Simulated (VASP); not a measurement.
# Mg7O (I-43m) in VASP: further runs

The runs below take Mg7O through single point, relaxation of cell and atoms, with PBE.

All numbers are computed with VASP 6.6.1; they aren't measurements. Logs are shortened: lines on timing, memory, paths and dates and some standing lists are left out, and cuts for length are marked.

## Step 1: The cell of the first run

Symmetry: I-43m, No. 217, cubic system. Conventional cell: a = 6.725 Å, b = 6.725 Å, c = 6.725 Å, α = 90.00°, β = 90.00°, γ = 90.00°. Within 3.7 Å of Mg (site symmetry -42m) lie 12 Mg at 2.81 to 3.36 Å and 2 O at 3.36 Å. Within 3.5 Å of Mg (site symmetry 3m) lie 2 O at 2.55 to 3.27 Å and 12 Mg at 2.81 to 3.41 Å. O (site symmetry -43m) has 14 Mg at 2.55 to 3.36 Å within 3.4 Å.

The cell was built from a structure type or drawn by symmetry, and may not be a known phase.

## Step 2: Single point, PBE

INCAR

```
SYSTEM = Mg7O
PREC = Accurate ; ENCUT = 520
EDIFF = 1E-6 ; ISMEAR = 0
SIGMA = 0.1 ; LREAL = .False.
LASPH = .True. ; NELM = 60
ALGO = Normal ; ISIF = 2
LWAVE = .False. ; LCHARG = .False.
GGA = PE ; NBANDS = 20
```

KPOINTS

```
regular mesh
0
Gamma
  4 4 4
  0 0 0
```

POSCAR

```
Mg7O
1.0
   -3.3624019200      3.3624019200      3.3624019200
    3.3624019200     -3.3624019200      3.3624019200
    3.3624019200      3.3624019200     -3.3624019200
Mg O
7 1
Direct
    0.0000000000      0.5000000000      0.5000000000
    0.5000000000      0.0000000000      0.5000000000
    0.5000000000      0.5000000000      0.0000000000
    0.4380295100      0.4380295100      0.4380295100
    0.0000000000      0.0000000000      0.5619704900
    0.0000000000      0.5619704900      0.0000000000
    0.5619704900      0.0000000000      0.0000000000
    0.0000000000      0.0000000000      0.0000000000
```

Potentials or basis: VASP PAW PBE potentials, release 64 (Mg, O).

On the command line:

```bash
$ cat potpaw_PBE.64/Mg/POTCAR potpaw_PBE.64/O/POTCAR > POTCAR
$ mpirun -np 1 vasp_std > vasp.out
```

OUTCAR:

```text
SYSTEM = Mg7O
   PREC = Accurate
   ENCUT = 520
   EDIFF = 1E-6
   ISMEAR = 0
   LREAL = .False.
   LASPH = .True.
   NELM = 60
   ISIF = 2
   GGA = PE

 ion  position               nearest neighbor table
   1  0.000  0.500  0.500-   4 2.81   5 2.81   6 2.81   7 2.81   6 3.05   5 3.05   7 3.05   4 3.05
                             3 3.36   2 3.36   3 3.36   2 3.36
   2  0.500  0.000  0.500-   4 2.81   5 2.81   7 2.81   6 2.81   7 3.05   4 3.05   5 3.05   6 3.05
                             3 3.36   3 3.36   1 3.36   1 3.36
   3  0.500  0.500  0.000-   6 2.81   7 2.81   5 2.81   4 2.81   4 3.05   7 3.05   6 3.05   5 3.05
                             2 3.36   2 3.36   1 3.36   1 3.36
   4  0.438  0.438  0.438-   8 2.55   2 2.81   1 2.81   3 2.81   2 3.05   3 3.05   1 3.05   6 3.41
                             5 3.41   5 3.41   6 3.41   7 3.41   7 3.41
   5  0.000  0.000  0.562-   8 2.55   3 2.81   1 2.81   2 2.81   1 3.05   2 3.05   3 3.05   6 3.41
                             7 3.41   7 3.41   4 3.41   4 3.41   6 3.41
   6  0.000  0.562  0.000-   8 2.55   2 2.81   1 2.81   3 2.81   1 3.05   2 3.05   3 3.05   7 3.41
                             5 3.41   7 3.41   4 3.41   4 3.41   5 3.41
   7  0.562  0.000  0.000-   8 2.55   1 2.81   2 2.81   3 2.81   2 3.05   1 3.05   3 3.05   6 3.41
                             4 3.41   4 3.41   5 3.41   6 3.41   5 3.41
   8  0.000  0.000  0.000-   4 2.55   5 2.55   6 2.55   7 2.55

  LATTYP: Found a body centered cubic cell.
 ALAT       =     6.7248038400

  Lattice vectors:

 A1 = (  -3.3624019200,   3.3624019200,   3.3624019200)
 A2 = (   3.3624019200,  -3.3624019200,   3.3624019200)
 A3 = (   3.3624019200,   3.3624019200,  -3.3624019200)

Analysis of symmetry for initial positions (statically):
=====================================================================
 Subroutine PRICEL returns:
 Original cell was already a primitive cell.

 Routine SETGRP: Setting up the symmetry group for a
 body centered cubic supercell.

 Subroutine GETGRP returns: Found 24 space group operations
 (whereof 24 operations were pure point group operations)
 out of a pool of 48 trial point group operations.

The static configuration has the point symmetry T_d .

Analysis of symmetry for dynamics (positions and initial velocities):
=====================================================================
 Subroutine PRICEL returns:
 Original cell was already a primitive cell.

 Routine SETGRP: Setting up the symmetry group for a
 body centered cubic supercell.

 Subroutine GETGRP returns: Found 24 space group operations
 (whereof 24 operations were pure point group operations)
 out of a pool of 48 trial point group operations.

The dynamic configuration has the point symmetry T_d .

 Subroutine INISYM returns: Found 24 space group operations
 (whereof 24 operations are pure point group operations),
 and found     1 'primitive' translations

----------------------------------------------------------------------------------------

                                     Primitive cell

  volume of cell :     152.0579

  direct lattice vectors                    reciprocal lattice vectors
    -3.362401920  3.362401920  3.362401920     0.000000000  0.148703222  0.148703222
     3.362401920 -3.362401920  3.362401920     0.148703222  0.000000000  0.148703222
     3.362401920  3.362401920 -3.362401920     0.148703222  0.148703222  0.000000000

  length of vectors
     5.823850961  5.823850961  5.823850961     0.210298114  0.210298114  0.210298114

  position of ions in fractional coordinates (direct lattice)
     0.000000000  0.500000000  0.500000000
     0.500000000  0.000000000  0.500000000
     0.500000000  0.500000000  0.000000000
     0.438029510  0.438029510  0.438029510
     0.000000000  0.000000000  0.561970490
     0.000000000  0.561970490  0.000000000
     0.561970490  0.000000000  0.000000000
     0.000000000  0.000000000  0.000000000

  ion indices of the primitive-cell ions
   primitive index   ion index
                 1           1
                 2           2
                 3           3
                 4           4
                 5           5
                 6           6
                 7           7
                 8           8

----------------------------------------------------------------------------------------

 KPOINTS: regular mesh

Automatic generation of k-mesh.
 Grid dimensions read from file:
 generate k-points for:    4    4    4

 Generating k-lattice:

  Cartesian coordinates                     Fractional coordinates (reciprocal lattice)
     0.000000000  0.037175806  0.037175806     0.250000000  0.000000000  0.000000000
     0.037175806  0.000000000  0.037175806     0.000000000  0.250000000  0.000000000
     0.037175806  0.037175806  0.000000000     0.000000000  0.000000000  0.250000000

  Length of vectors
     0.052574528  0.052574528  0.052574528

  Shift w.r.t. Gamma in fractional coordinates (k-lattice)
     0.000000000  0.000000000  0.000000000

 Subroutine IBZKPT returns following result:
 ===========================================

 Found      8 irreducible k-points:

 Following reciprocal coordinates:
            Coordinates               Weight
  0.000000  0.000000  0.000000      1.000000
  0.250000  0.000000  0.000000     12.000000
  0.500000  0.000000  0.000000      6.000000
  0.250000  0.250000  0.000000     24.000000
  0.250000  0.250000  0.250000      2.000000
 -0.250000  0.250000  0.250000      6.000000
  0.500000  0.500000  0.250000     12.000000
  0.500000  0.500000  0.500000      1.000000
   k-points           NKPTS =      8   k-points in BZ     NKDIM =      8   number of bands    NBANDS=     20
   number of dos      NEDOS =    301   number of ions     NIONS =      8
   total plane-waves  NPLWV = 110592
   dimension x,y,z NGX =    48 NGY =   48 NGZ =   48
   dimension x,y,z NGXF=    96 NGYF=   96 NGZF=   96
   ions per type =               7   1
   NGX,Y,Z   is equivalent  to a cutoff of  13.70, 13.70, 13.70 a.u.
   NGXF,Y,Z  is equivalent  to a cutoff of  27.40, 27.40, 27.40 a.u.
 SYSTEM =  Mg7O
   PREC   = accura    normal or accurate (medium, high low for compatibility)
   ISTART =      0    job   : 0-new  1-cont  2-samecut
   ICHARG =      2    charge: 1-file 2-atom 10-const
   ISPIN  =      1    spin polarized calculation?
   LNONCOLLINEAR =      F non collinear calculations
   LSORBIT =      F    spin-orbit coupling
   LASPH  =      T    aspherical Exc in radial PAW
   ENCUT  =  520.0 eV  38.22 Ry    6.18 a.u.  10.83 10.83 10.83*2*pi/ulx,y,z
   NELM   =     60;   NELMIN=  2; NELMDL= -5     # of ELM steps
   EDIFF  = 0.1E-05   stopping-criterion for ELM
   LREAL  =      F    real-space projection
   EDIFFG = 0.1E-04   stopping-criterion for IOM
   NSW    =      0    number of steps for IOM
   IBRION =     -1    ionic relax: 0-MD 1-quasi-New 2-CG
   NFREE  =      0    steps in history (QN), initial steepest desc. (CG)
   ISIF   =      2    stress and relaxation
   ISYM   =      2    0-nonsym 1-usesym 2-fastsym
   POTIM  = 0.5000    time-step for ionic-motion
   TEBEG  =    0.0;   TEEND  =   0.0 temperature during run
   PSTRESS=    0.0 pullay stress
   NELECT =      20.0000    total number of electrons
   NUPDOWN=      -1.0000    fix difference up-down
   EMIN   =  10.00;   EMAX   =-10.00  energy-range for DOS
   EFERMI =   0.00;   METHOD = LEGACY
   ISMEAR =     0;   SIGMA  =   0.10  broadening in eV -4-tet -1-fermi 0-gaus
   EFERMI_NEDOS =   21; number of points for ismear=-14 and -15
   IALGO  =     38    algorithm
   IMIX   =      4    mixing-type and parameters
     AMIX     =   0.40;   BMIX     =  1.00
     AMIX_MAG =   1.60;   BMIX_MAG =  1.00
  volume/ion in A,a.u.               =      19.01       128.27
  Fermi-wavevector in a.u.,A,eV,Ry     =   0.832559  1.573309  9.430948  0.693155
  Thomas-Fermi vector in A             =   1.945636
   LORBIT       =      0    0 simple, 1 ext, 2 COOP (PROOUT), +10 PAW based schemes
   GGA     = PE    functional components
   LHFCALC =     F    Hartree Fock is set to
   AEXX    =    0.0000 exact exchange contribution
   IVDW    =     0    specifies the selected vdW correction
   LEPSILON=     F    determine dielectric tensor
   LRPA    =     F    only Hartree local field effects (RPA)
 non-spin polarized calculation
 Gauss-broadening in eV      SIGMA  =   0.10
  energy-cutoff  :      520.00
  volume of cell :      152.06
 maximum number of plane-waves:      4124
 NGX is ok and might be reduce to    48
   NGX = 21   NGY = 21   NGZ = 21

 number of electron      19.9999999 magnetization

 Free energy of the ion-electron system (eV)
  ---------------------------------------------------
  ext. energy  EPLUGINS =         0.00000000
  ---------------------------------------------------
  free energy    TOTEN  =       -15.80467406 eV

  energy without entropy =      -15.78162583  energy(sigma->0) =      -15.79314994

 E-fermi :   3.2893     XC(G=0):  -8.9341

 val. band max:        3.2649352050   @ k =   0.2500   0.0000   0.0000
 cond. band min:       3.2899970688   @ k =   0.5000   0.5000   0.2500
 fundamental gap:      0.0250618638
 Fermi energy:         3.2892944040

 k-point     1 :       0.0000    0.0000    0.0000
  band No.  band energies     occupation
      1     -13.6317      2.00000
      2      -3.7466      2.00000
      3      -0.1350      2.00000
      4      -0.1350      2.00000
      5      -0.1350      2.00000
      6       1.5332      2.00000
[... 12 lines left out ...]
     19       7.9623      0.00000
     20       9.2807      0.00000

 k-point     2 :       0.2500    0.0000    0.0000
  band No.  band energies     occupation
      1     -13.6280      2.00000
      2      -3.4541      2.00000
      3      -0.7352      2.00000
      4      -0.3533      2.00000
      5      -0.2420      2.00000
      6       0.5754      2.00000
[... 130 lines left out ...]
 k-point     8 :       0.5000    0.5000    0.5000
  band No.  band energies     occupation
      1     -13.6196      2.00000
      2      -1.4390      2.00000
      3      -1.4390      2.00000
      4      -1.4390      2.00000
      5      -1.1970      2.00000
      6      -1.1970      2.00000
[... 12 lines left out ...]
     19      10.1942      0.00000
     20      10.1942      0.00000

------------------------ aborting loop because EDIFF is reached ----------------------------------------

  FORCE on cell =-STRESS in cart. coord.  units (eV):
  Direction    XX          YY          ZZ          XY          YZ          ZX
  --------------------------------------------------------------------------------------
  -------------------------------------------------------------------------------------
  Total        2.8465473      2.8465473      2.8465473      0.0000000      0.0000000     -0.0000000
  in kB       29.9930143     29.9930143     29.9930143      0.0000000      0.0000000     -0.0000000
  external PRESSURE =      29.9930143 kB  Pullay stress =       0.0000000 kB

 VOLUME and BASIS-vectors are now :
 -----------------------------------------------------------------------------
  energy-cutoff  :      520.00
  volume of cell :      152.06
      direct lattice vectors                 reciprocal lattice vectors
    -3.362401920  3.362401920  3.362401920     0.000000000  0.148703222  0.148703222
     3.362401920 -3.362401920  3.362401920     0.148703222  0.000000000  0.148703222
     3.362401920  3.362401920 -3.362401920     0.148703222  0.148703222  0.000000000

 POSITION                                       TOTAL-FORCE (eV/Angst)
 -----------------------------------------------------------------------------------
      3.36240      0.00000      0.00000         0.000000     -0.000000     -0.000000
      0.00000      3.36240      0.00000         0.000000     -0.000000     -0.000000
      0.00000      0.00000      3.36240         0.000000     -0.000000     -0.000000
      1.47283      1.47283      1.47283        -0.372769     -0.372769     -0.372769
      1.88957      1.88957     -1.88957         0.372769      0.372769     -0.372769
      1.88957     -1.88957      1.88957         0.372769     -0.372769      0.372769
     -1.88957      1.88957      1.88957        -0.372769      0.372769      0.372769
      0.00000      0.00000      0.00000         0.000000     -0.000000     -0.000000
 -----------------------------------------------------------------------------------
    total drift:                               -0.000000     -0.000000     -0.000000

  FREE ENERGIE OF THE ION-ELECTRON SYSTEM (eV)
  ---------------------------------------------------
  free  energy   TOTEN  =       -15.8046740558 eV

  energy  without entropy=      -15.7816258288  energy(sigma->0) =      -15.79314994
```

Run time: 44 s. Hardware: 1 thread of Intel Xeon Platinum 8488C (Sapphire Rapids), shared host; peak memory 0.31 GiB.

What came out:

* Free energy: -15.8047 eV
* Pressure: 3.0 GPa
* Largest force: 0.646 eV/Å
* Band gap on the k mesh: zero (bands 10 and 11 overlap by 1.06 eV)

Forces on the atoms (eV/Å):
```
Mg   0.000  0.000  0.000
Mg   0.000  0.000  0.000
Mg   0.000  0.000  0.000
Mg  -0.373 -0.373 -0.373
Mg   0.373  0.373 -0.373
Mg   0.373 -0.373  0.373
Mg  -0.373  0.373  0.373
O    0.000  0.000  0.000
```

## Step 3: Single point, PBE

This run uses another cell than the first one, of 23.05 Å³/atom.

INCAR

```
PREC = Accurate ; ENCUT = 520
EDIFF = 1E-7 ; ISMEAR = 0
SIGMA = 0.1 ; LREAL = F
LASPH = T ; NELM = 100
ALGO = Normal ; ISIF = 2
LWAVE = F ; LCHARG = T
GGA = PE ; LELF = T
LVHAR = T ; NBANDS = 20
```

KPOINTS

```
regular mesh
0
Gamma
  4 4 4
```

POSCAR

```
Mg7O
1.0
   -3.5857916433      3.5857916433      3.5857916433
    3.5857916433     -3.5857916433      3.5857916433
    3.5857916433      3.5857916433     -3.5857916433
Mg O
7 1
Direct
    0.0000000000      0.5000000000      0.5000000000
    0.5000000000      0.0000000000      0.5000000000
    0.5000000000      0.5000000000      0.0000000000
    0.3237156114      0.3237156114      0.3237156114
    0.0000000000      0.0000000000      0.6762843886
    0.0000000000      0.6762843886      0.0000000000
    0.6762843886      0.0000000000      0.0000000000
    0.0000000000      0.0000000000      0.0000000000
```

Potentials or basis: VASP PAW PBE potentials, release 64 (Mg, O).

On the command line:

```bash
$ cat potpaw_PBE.64/Mg/POTCAR potpaw_PBE.64/O/POTCAR > POTCAR
$ mpirun -np 1 vasp_std > vasp.out
```

Wall time 64 s (1 thread of Intel Xeon Platinum 8488C (Sapphire Rapids), shared host); peak memory 0.31 GiB.

Results (log left out):

```yaml
Free_energy: -17.8385 eV
Pressure: 0.2 GPa
Largest_force: 0.009 eV/Å
Band_gap_on_the_k_mesh: zero (bands 10 and 11 overlap by 0.84 eV)
```

Forces in eV/Å, atoms in the order of the input:
```
Mg   0.000  0.000  0.000
Mg   0.000  0.000  0.000
Mg   0.000  0.000  0.000
Mg  -0.005 -0.005 -0.005
Mg   0.005  0.005 -0.005
Mg   0.005 -0.005  0.005
Mg  -0.005  0.005  0.005
O    0.000  0.000  0.000
```

Levels at points of the mesh, in eV from the Fermi level:
```csv
k point,band 6,band 7,band 8,band 9,band 10,band 11,band 12,band 13,band 14,band 15
"(0.00, 0.00, 0.00)",-1.04,-1.04,-0.87,-0.87,-0.87,-0.37,-0.37,-0.37,0.45,0.45
"(0.50, 0.00, 0.00)",-3.65,-2.03,-1.80,-1.38,-0.87,0.09,1.09,1.49,1.67,2.47
"(0.50, 0.50, 0.50)",-3.77,-2.42,-2.42,-2.42,-1.91,1.90,1.90,1.90,2.39,2.39
```

(Part 1 of 2 ends here.)
